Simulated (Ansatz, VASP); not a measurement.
**One calculation of SrTa2Bi2S9, two programs**

The input POSCAR:

```
SrTa2Bi2S9
1.0
    6.1096480000     -0.5028500000      1.3014780000
    0.3684620000      7.5797170000     -0.9452540000
   -0.3775770000     -0.6182270000      7.1544750000
Bi S Sr Ta
2 9 1 2
Direct
    0.7192300000      0.2985410000      0.7395520000
    0.5053700000      0.7898210000      0.2755140000
    0.8818810000      0.6405440000      0.6947960000
    0.5583170000      0.8082980000      0.6610170000
    0.2067390000      0.9285320000      0.6068950000
    0.2765410000      0.5526320000      0.5796080000
    0.4640970000      0.1588730000      0.4458810000
    0.9423210000      0.7159500000      0.3642090000
    0.7905540000      0.5166150000      0.0868430000
    0.6754580000      0.4605170000      0.4264680000
    0.8481900000      0.9851450000      0.8373790000
    0.2523520000      0.3622580000      0.0394910000
    0.9941980000      0.1013860000      0.3571710000
    0.1820540000      0.7965730000      0.9668100000
```

Contents of INCAR.step1:

```
SYSTEM = SrTa2Bi2S9
  PREC = Accurate
  ENCUT = 520
  ISMEAR = -1
  SIGMA = 0.05
  LREAL = .FALSE.
  LASPH = .TRUE.
  NELM = 100
  NBANDS = 71
  GGA = PE
  ALGO = Normal
  EDIFF = 1E-4
  LWAVE = .TRUE.
  LCHARG = .FALSE.
```

INCAR.step2

```
SYSTEM = SrTa2Bi2S9
  PREC = Accurate
  ENCUT = 520
  EDIFF = 1E-6
  ISMEAR = -1
  SIGMA = 0.05
  LREAL = .FALSE.
  LASPH = .TRUE.
  NELM = 100
  ALGO = Normal
  ISIF = 2
  LWAVE = .FALSE.
  LCHARG = .TRUE.
  METAGGA = R2SCAN
  LMIXTAU = .TRUE.
  LELF = .TRUE.
  LVHAR = .TRUE.
  NBANDS = 71
  ISTART = 1
```

KPOINTS

```
Automatic mesh
0
G
  3 2 2
  0 0 0
```

Input for Ansatz:

```yaml
crystal:
  lattice:
    - [6.109648, -0.50285, 1.301478]
    - [0.368462, 7.579717, -0.945254]
    - [-0.377577, -0.618227, 7.154475]
  atoms:
    - { symbol: Bi, position: [0.71923, 0.298541, 0.739552] }
    - { symbol: Bi, position: [0.50537, 0.789821, 0.275514] }
    - { symbol: S, position: [0.881881, 0.640544, 0.694796] }
    - { symbol: S, position: [0.558317, 0.808298, 0.661017] }
    - { symbol: S, position: [0.206739, 0.928532, 0.606895] }
    - { symbol: Sr, position: [0.252352, 0.362258, 0.039491] }
    - { symbol: S, position: [0.276541, 0.552632, 0.579608] }
    - { symbol: S, position: [0.464097, 0.158873, 0.445881] }
    - { symbol: S, position: [0.942321, 0.71595, 0.364209] }
    - { symbol: S, position: [0.790554, 0.516615, 0.086843] }
    - { symbol: S, position: [0.675458, 0.460517, 0.426468] }
    - { symbol: S, position: [0.84819, 0.985145, 0.837379] }
    - { symbol: Ta, position: [0.994198, 0.101386, 0.357171] }
    - { symbol: Ta, position: [0.182054, 0.796573, 0.96681] }
hamiltonian:
  xc: r2scan
  pseudopotentials: { kind: paw }
basis:
  ecutwfc: 500
kpoints:
  mp_grid: { grid: [3, 2, 2] }
scf:
  occupations: { method: fermi_dirac, width: 0.05 }
  lower_state_search: "off"
  algorithm: density_mixing
  max_iter: 80
  mixing: { algorithm: anderson, ndim: 8, beta: 0.5, preconditioner: none }
output:
  forces: true
  stress: true
```

Alike in both runs: task single point; functional r2SCAN; k mesh 3 × 2 × 2; occupations fermi-dirac, width 0.05 eV; no spin polarisation.

|  | VASP | Ansatz |
| --- | --- | --- |
| version | VASP 6.6.1 | Ansatz 0.2.0 |
| potentials or method | VASP PAW PBE potentials, release 64 (Bi_d, S, Sr_sv, Ta_pv), cutoff 520 eV | PAW, plane waves, scalar-relativistic |
| valence electrons in the cell | 116 | 120 |

```csv
,VASP,Ansatz,Ansatz less VASP
rms of the force components (eV/Å),1.169,1.173,+0.0039
```

VASP's potentials were made for PBE, not for r2SCAN. VASP's potentials hold 116 valence electrons a cell and Ansatz's 120, so a difference there can come from the potentials and not from the codes.

The k mesh is coarse, so the values compare programs but aren't converged. Neither program's run includes spin-orbit coupling.
